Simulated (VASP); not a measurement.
Runs of VASP 6.6.1 on LaRe. The structure is that of space group Pm-3m (No. 221), or close to it. The cells are those of the table. 

| level | potentials or basis | cell | smearing | gap on the mesh (eV) | pressure (GPa) |
| --- | --- | --- | --- | --- | --- |
| PBE | VASP PAW PBE potentials, release 64 (La, Re) | a = 3.517 Å, 2 atoms | gaussian 0.05 eV | none | 6.0 |
| PBEsol | VASP PAW PBE potentials, release 64 (La, Re) | a = 3.584 Å, 2 atoms | gaussian 0.05 eV | none | (b) |
| PBE | VASP PAW PBE potentials, release 64 (La, Re) | a = 3.631 Å, 2 atoms | gaussian 0.05 eV | none | (a) |
| PBE | VASP PAW PBE potentials, release 64 (La, Re) | a = 3.584 Å, 2 atoms | fermi-dirac 0.025 eV | none | 0.0 |
| PBE | VASP PAW PBE potentials, release 64 (La, Re) | a = 3.584 Å, 2 atoms | gaussian 0.05 eV | none | (c) |
| PBE | VASP PAW PBE potentials, release 64 (La, Re) | a = 3.584 Å, 2 atoms | methfessel-paxton 0.1 eV | none | 0.0 |
| PBE | VASP PAW PBE potentials, release 64 (La, Re) | a = 3.560 Å, 2 atoms | gaussian 0.05 eV | none | 2.0 |
| LDA | VASP PAW LDA potentials, release 64 (La, Re) | a = 3.584 Å, 2 atoms | gaussian 0.05 eV | none | -7.4 |
| PBE | VASP PAW PBE potentials, release 64 (La, Re) | a = 3.665 Å, 2 atoms | gaussian 0.05 eV | none | -5.5 |
| PBE | VASP PAW PBE potentials, release 64 (La, Re) | a = 3.607 Å, 2 atoms | gaussian 0.05 eV | none | -1.8 |
| PBE | VASP PAW PBE potentials, release 64 (La, Re) | a = 3.535 Å, 2 atoms | gaussian 0.05 eV | none | 4.2 |

Alike in all rows: task single point; no spin polarisation; k mesh 10 × 10 × 10; cutoff (eV) 520.

Question: Estimate the missing entries.

Answer: (a) -3.4; (b) -5.0; (c) -0.1.

Caveats: spin-orbit coupling is left out, which moves the levels of the heavy elements; the cell stands under tension (at least some runs); the cell stands under pressure (at least some runs); the PAW data sets were made with another functional, which shifts forces and pressure a little (at least some runs).

A k mesh can miss the band edges, and the runs leave out spin-orbit coupling on La, Re.

A gap of «none» marks levels without a gap at the run's occupations.
